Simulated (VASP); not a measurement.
# Au (I4/mmm) in VASP: single point with r2SCAN

Aim: the single point of Au with r2SCAN.

Program: VASP 6.6.1. These are calculated values, not measurements. Logs are shortened: lines on timing, memory, paths and dates and some standing lists are left out, and cuts for length are marked.

**1. The cell of the first run**

It takes space group I4/mmm (No. 139, tetragonal). The conventional cell has a = 3.182 Å, b = 3.182 Å, c = 3.049 Å, α = 90.00°, β = 90.00°, γ = 90.00°. Within 3.6 Å of Au (site symmetry 4/mmm) lie 14 Au at 2.72 to 3.18 Å.

**2. Single point, r2SCAN (strain -0.040 along x and y, -0.080 along z)**

File POSCAR:

```
Au
1.0
   -1.5909782400      1.5909782400      1.5246874800
    1.5909782400     -1.5909782400      1.5246874800
    1.5909782400      1.5909782400     -1.5246874800
Au
1
Direct
    0.0000000000      0.0000000000      0.0000000000
```

File INCAR.step1:

```
ALGO = Normal ; EDIFF = 1E-4
ENCUT = 520 ; GGA = PE
ISMEAR = 0 ; LASPH = T
LCHARG = F ; LREAL = F
LWAVE = T ; NBANDS = 12
NELM = 80 ; PREC = Accurate
SIGMA = 0.15
```

File INCAR.step2:

```
ALGO = Normal ; EDIFF = 1E-6
ENCUT = 520 ; ISIF = 2
ISMEAR = 0 ; ISTART = 1
LASPH = T ; LCHARG = F
LMIXTAU = T ; LREAL = F
LWAVE = F ; METAGGA = R2SCAN
NBANDS = 12 ; NELM = 80
PREC = Accurate ; SIGMA = 0.15
```

File KPOINTS:

```
k-points
0
Gamma
  24 24 24
```

Potentials or basis: VASP PAW PBE potentials, release 64 (Au).

Launch:

```sh
$ cat potpaw_PBE.64/Au/POTCAR > POTCAR
$ cp INCAR.step1 INCAR
$ mpirun -np 1 vasp_std > vasp.out
$ cp INCAR.step2 INCAR
$ mpirun -np 1 vasp_std > vasp.out
```

OUTCAR:

```text
EDIFF = 1E-6
   ENCUT = 520
   ISIF = 2
   ISMEAR = 0
   ISTART = 1
   LASPH = T
   LREAL = F
   METAGGA = R2SCAN
   NELM = 80
   PREC = Accurate

 ion  position               nearest neighbor table
   1  0.000  0.000  0.000-

  LATTYP: Found a body centered tetragonal cell.
 ALAT       =     3.1819564800
 C/A-ratio  =     0.9583333333

  Lattice vectors:

 A1 = (  -1.5909782400,   1.5909782400,   1.5246874800)
 A2 = (   1.5909782400,  -1.5909782400,   1.5246874800)
 A3 = (   1.5909782400,   1.5909782400,  -1.5246874800)

Analysis of symmetry for initial positions (statically):
=====================================================================
 Subroutine PRICEL returns:
 Original cell was already a primitive cell.

 Routine SETGRP: Setting up the symmetry group for a
 body centered tetragonal supercell.

 Subroutine GETGRP returns: Found 16 space group operations
 (whereof 16 operations were pure point group operations)
 out of a pool of 16 trial point group operations.

The static configuration has the point symmetry D_4h.

Analysis of symmetry for dynamics (positions and initial velocities):
=====================================================================
 Subroutine PRICEL returns:
 Original cell was already a primitive cell.

 Routine SETGRP: Setting up the symmetry group for a
 body centered tetragonal supercell.

 Subroutine GETGRP returns: Found 16 space group operations
 (whereof 16 operations were pure point group operations)
 out of a pool of 16 trial point group operations.

The dynamic configuration has the point symmetry D_4h.

 Subroutine INISYM returns: Found 16 space group operations
 (whereof 16 operations are pure point group operations),
 and found     1 'primitive' translations

----------------------------------------------------------------------------------------

                                     Primitive cell

  volume of cell :      15.4372

  direct lattice vectors                    reciprocal lattice vectors
    -1.590978240  1.590978240  1.524687480     0.000000000  0.314272054  0.327936057
     1.590978240 -1.590978240  1.524687480     0.314272054  0.000000000  0.327936057
     1.590978240  1.590978240 -1.524687480     0.314272054  0.314272054  0.000000000

  length of vectors
     2.717921160  2.717921160  2.717921160     0.454212485  0.454212485  0.444447802

  position of ions in fractional coordinates (direct lattice)
     0.000000000  0.000000000  0.000000000

  ion indices of the primitive-cell ions
   primitive index   ion index
                 1           1

----------------------------------------------------------------------------------------

 KPOINTS: k-points

Automatic generation of k-mesh.
 Grid dimensions read from file:
 generate k-points for:   24   24   24

 Generating k-lattice:

  Cartesian coordinates                     Fractional coordinates (reciprocal lattice)
     0.000000000  0.013094669  0.013664002     0.041666667  0.000000000  0.000000000
     0.013094669  0.000000000  0.013664002     0.000000000  0.041666667  0.000000000
     0.013094669  0.013094669  0.000000000     0.000000000  0.000000000  0.041666667

  Length of vectors
     0.018925520  0.018925520  0.018518658

  Shift w.r.t. Gamma in fractional coordinates (k-lattice)
     0.000000000  0.000000000  0.000000000

 Subroutine IBZKPT returns following result:
 ===========================================

 Found   1063 irreducible k-points:

 Following reciprocal coordinates:
            Coordinates               Weight
  0.000000  0.000000  0.000000      1.000000
  0.041667 -0.000000  0.000000      8.000000
  0.083333 -0.000000  0.000000      8.000000
  0.125000  0.000000  0.000000      8.000000
  0.166667 -0.000000  0.000000      8.000000
  0.208333 -0.000000  0.000000      8.000000
[... 16 lines left out ...]
  0.416667  0.041667  0.000000     16.000000
  0.458333  0.041667  0.000000     16.000000
 [... further k-points ...]
   k-points           NKPTS =   1063   k-points in BZ     NKDIM =   1063   number of bands    NBANDS=     12
   number of dos      NEDOS =    301   number of ions     NIONS =      1
   total plane-waves  NPLWV =   8000
   dimension x,y,z NGX =    20 NGY =   20 NGZ =   20
   dimension x,y,z NGXF=    40 NGYF=   40 NGZF=   40
   ions per type =               1
   NGX,Y,Z   is equivalent  to a cutoff of  12.23, 12.23, 12.23 a.u.
   NGXF,Y,Z  is equivalent  to a cutoff of  24.47, 24.47, 24.47 a.u.
 SYSTEM =  unknown system
   PREC   = accura    normal or accurate (medium, high low for compatibility)
   ISTART =      1    job   : 0-new  1-cont  2-samecut
   ICHARG =      0    charge: 1-file 2-atom 10-const
   ISPIN  =      1    spin polarized calculation?
   LNONCOLLINEAR =      F non collinear calculations
   LSORBIT =      F    spin-orbit coupling
   LASPH  =      T    aspherical Exc in radial PAW
   ENCUT  =  520.0 eV  38.22 Ry    6.18 a.u.   5.05  5.05  5.05*2*pi/ulx,y,z
   NELM   =     80;   NELMIN=  2; NELMDL=  0     # of ELM steps
   EDIFF  = 0.1E-05   stopping-criterion for ELM
   LREAL  =      F    real-space projection
   EDIFFG = 0.1E-04   stopping-criterion for IOM
   NSW    =      0    number of steps for IOM
   IBRION =     -1    ionic relax: 0-MD 1-quasi-New 2-CG
   NFREE  =      0    steps in history (QN), initial steepest desc. (CG)
   ISIF   =      2    stress and relaxation
   ISYM   =      2    0-nonsym 1-usesym 2-fastsym
   POTIM  = 0.5000    time-step for ionic-motion
   TEBEG  =    0.0;   TEEND  =   0.0 temperature during run
   PSTRESS=    0.0 pullay stress
   NELECT =      11.0000    total number of electrons
   NUPDOWN=      -1.0000    fix difference up-down
   EMIN   =  10.00;   EMAX   =-10.00  energy-range for DOS
   EFERMI =   0.00;   METHOD = LEGACY
   ISMEAR =     0;   SIGMA  =   0.15  broadening in eV -4-tet -1-fermi 0-gaus
   EFERMI_NEDOS =   21; number of points for ismear=-14 and -15
   IALGO  =     38    algorithm
   IMIX   =      4    mixing-type and parameters
     AMIX     =   0.40;   BMIX     =  1.00
     AMIX_MAG =   1.60;   BMIX_MAG =  1.00
  volume/ion in A,a.u.               =      15.44       104.18
  Fermi-wavevector in a.u.,A,eV,Ry     =   1.462231  2.763216 29.090878  2.138119
  Thomas-Fermi vector in A             =   2.578469
   LORBIT       =      0    0 simple, 1 ext, 2 COOP (PROOUT), +10 PAW based schemes
   METAGGA = R2SCAN    functional components
   LHFCALC =     F    Hartree Fock is set to
   AEXX    =    0.0000 exact exchange contribution
   IVDW    =     0    specifies the selected vdW correction
   LEPSILON=     F    determine dielectric tensor
   LRPA    =     F    only Hartree local field effects (RPA)
 non-spin polarized calculation
 Gauss-broadening in eV      SIGMA  =   0.15
  energy-cutoff  :      520.00
  volume of cell :       15.44
 maximum number of plane-waves:       430
   NGX = 11   NGY = 11   NGZ = 11

 number of electron      11.0000000 magnetization

 Free energy of the ion-electron system (eV)
  ---------------------------------------------------
  ext. energy  EPLUGINS =         0.00000000
  ---------------------------------------------------
  free energy    TOTEN  =       -50.40079973 eV

  energy without entropy =      -50.39861016  energy(sigma->0) =      -50.39970495

 E-fermi :  11.1097     XC(G=0): -14.3414

 val. band max:       11.1065862955   @ k =  -0.3750   0.4167   0.2083
 cond. band min:      11.1255939642   @ k =   0.5000   0.3750   0.0417
 fundamental gap:      0.0190076687
 Fermi energy:        11.1096787271

 k-point     1 :       0.0000    0.0000    0.0000
  band No.  band energies     occupation
      1      -0.1557      2.00000
      2       5.0951      2.00000
      3       5.4421      2.00000
      4       5.4421      2.00000
      5       7.4104      2.00000
      6       7.8279      2.00000
      7      28.1825      0.00000
      8      28.1825      0.00000
      9      29.0813      0.00000
     10      37.7693      0.00000
     11      37.7693      0.00000
     12      38.3700      0.00000

 k-point     2 :       0.0417   -0.0000    0.0000
  band No.  band energies     occupation
      1      -0.0810      2.00000
      2       5.1078      2.00000
      3       5.4419      2.00000
      4       5.4579      2.00000
      5       7.4090      2.00000
      6       7.8016      2.00000
      7      28.2295      0.00000
      8      28.2852      0.00000
      9      29.0862      0.00000
     10      36.5839      0.00000
     11      37.5503      0.00000
     12      37.7917      0.00000

 k-point     3 :       0.0833   -0.0000    0.0000
  band No.  band energies     occupation
      1       0.1395      2.00000
      2       5.0974      2.00000
      3       5.4389      2.00000
      4       5.5547      2.00000
      5       7.4025      2.00000
      6       7.7364      2.00000
      7      28.3365      0.00000
      8      28.5887      0.00000
      9      29.0508      0.00000
     10      35.2356      0.00000
     11      36.3706      0.00000
     12      36.9061      0.00000
[... 286 lines left out ...]
 k-point    23 :       0.4167    0.0417    0.0000
  band No.  band energies     occupation
      1       2.6150      2.00000
      2       3.9327      2.00000
      3       7.3996      2.00000
      4       8.0060      2.00000
      5       8.8531      2.00000
      6       9.9969      2.00000
      7      16.7411      0.00000
      8      24.2307      0.00000
      9      26.2726      0.00000
     10      34.7835      0.00000
     11      35.2531      0.00000
     12      36.2540      0.00000

 k-point    24 :       0.4583    0.0417    0.0000
  band No.  band energies     occupation
      1       2.5888      2.00000
      2       3.8923      2.00000
      3       7.4765      2.00000
      4       8.0015      2.00000
      5       9.2122      2.00000
      6      10.6121      2.00000
      7      15.7164      0.00000
      8      24.0414      0.00000
      9      25.8946      0.00000
     10      35.0745      0.00000
     11      35.4977      0.00000
     12      35.9920      0.00000

 [... further k-points ...]
[... 5 lines left out ...]
  --------------------------------------------------------------------------------------
  -------------------------------------------------------------------------------------
  Total        2.8822282      2.8822282      2.8528851      0.0000000      0.0000000      0.0000000
  in kB      299.1366636    299.1366636    296.0912394      0.0000000      0.0000000      0.0000000
  external PRESSURE =     298.1215222 kB  Pullay stress =       0.0000000 kB

 VOLUME and BASIS-vectors are now :
 -----------------------------------------------------------------------------
  energy-cutoff  :      520.00
  volume of cell :       15.44
      direct lattice vectors                 reciprocal lattice vectors
    -1.590978240  1.590978240  1.524687480     0.000000000  0.314272054  0.327936057
     1.590978240 -1.590978240  1.524687480     0.314272054  0.000000000  0.327936057
     1.590978240  1.590978240 -1.524687480     0.314272054  0.314272054  0.000000000

 POSITION                                       TOTAL-FORCE (eV/Angst)
 -----------------------------------------------------------------------------------
      0.00000      0.00000      0.00000        -0.000000      0.000000      0.000000
 -----------------------------------------------------------------------------------
    total drift:                               -0.000000     -0.000000      0.000000

  FREE ENERGIE OF THE ION-ELECTRON SYSTEM (eV)
  ---------------------------------------------------
  free  energy   TOTEN  =       -50.4007997316 eV

  energy  without entropy=      -50.3986101639  energy(sigma->0) =      -50.39970495
```

It took 7.9 min on 1 thread of AMD EPYC 7R13 (Zen 3), shared host; peak memory 0.26 GiB.

Results:

- Free energy: -50.4008 eV
- Pressure: 29.8 GPa
- Band gap on the k mesh: zero (an odd number of electrons rules out a gap without spin polarisation)

Stress tensor (GPa, compression positive):
```
29.91  0.00  0.00
 0.00 29.91  0.00
 0.00  0.00 29.61
```

Levels at points of the mesh, in eV from the Fermi level:
| k point | band 3 | band 4 | band 5 | band 6 | band 7 | band 8 | band 9 | band 10 |
| --- | --- | --- | --- | --- | --- | --- | --- | --- |
| (0.00, 0.00, 0.00) | -5.67 | -5.67 | -3.70 | -3.28 | 17.07 | 17.07 | 17.97 | 26.66 |
| (0.50, 0.00, 0.00) | -3.59 | -3.05 | -1.51 | -0.88 | 4.48 | 12.91 | 14.93 | 23.91 |
| (0.50, 0.50, 0.00) | -3.92 | -3.34 | -1.57 | -1.16 | 4.07 | 13.49 | 16.04 | 23.83 |
| (0.50, 0.50, 0.50) | -2.04 | -2.04 | -1.92 | 6.29 | 6.29 | 7.68 | 11.39 | 17.42 |

Caveat: the cell differs from its parent crystal (strain -0.040 along x and y, -0.080 along z); the cell stands under pressure; the PAW data sets were made with another functional, which shifts forces and pressure a little; spin-orbit coupling is left out, which moves the levels of the heavy elements.
